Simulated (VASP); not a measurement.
Input of a VASP 6.6.1 run:

Contents of INCAR:

```
SYSTEM = NaBe
ALGO     = Fast           ! electronic algorithm
EDIFF    = 1E-7           ! SCF threshold, eV
ENCUT    = 520            ! plane-wave cutoff, eV
GGA      = PE             ! functional
ISIF     = 2              ! what is computed and relaxed
ISMEAR   = 0              ! smearing method
LASPH    = .True.         ! aspherical terms in the spheres
LCHARG   = .False.        ! write CHGCAR
LREAL    = .False.        ! projectors in reciprocal space
LWAVE    = .False.        ! write WAVECAR
NBANDS   = 12             ! bands
NELM     = 80             ! most SCF steps
PREC     = Accurate       ! precision mode
SIGMA    = 0.1            ! smearing width, eV
```

KPOINTS

```
k-points
0
Gamma
  20 20 12
  0 0 0
```

POSCAR

```
NaBe
1.0
    2.7089640975      0.0000000000      0.0000000000
    0.0000000000      2.7089640975      0.0000000000
    0.0000000000      0.0000000000      4.8154312915
Na Be
1 1
Direct
    0.5000000000      0.5000000000      0.5000000000
    0.0000000000      0.0000000000      0.0000000000
```

Potentials or basis: VASP PAW PBE potentials, release 64 (Na_pv, Be).

Launch:

```bash
$ cat potpaw_PBE.64/Na_pv/POTCAR potpaw_PBE.64/Be/POTCAR > POTCAR
$ mpirun -np 1 vasp_std > vasp.out
```

Q: What does it give for the band gap on the k mesh?

A: Zero (an odd number of electrons rules out a gap without spin polarisation).

Q: Predict the pressure.

A: 0.1 GPa.
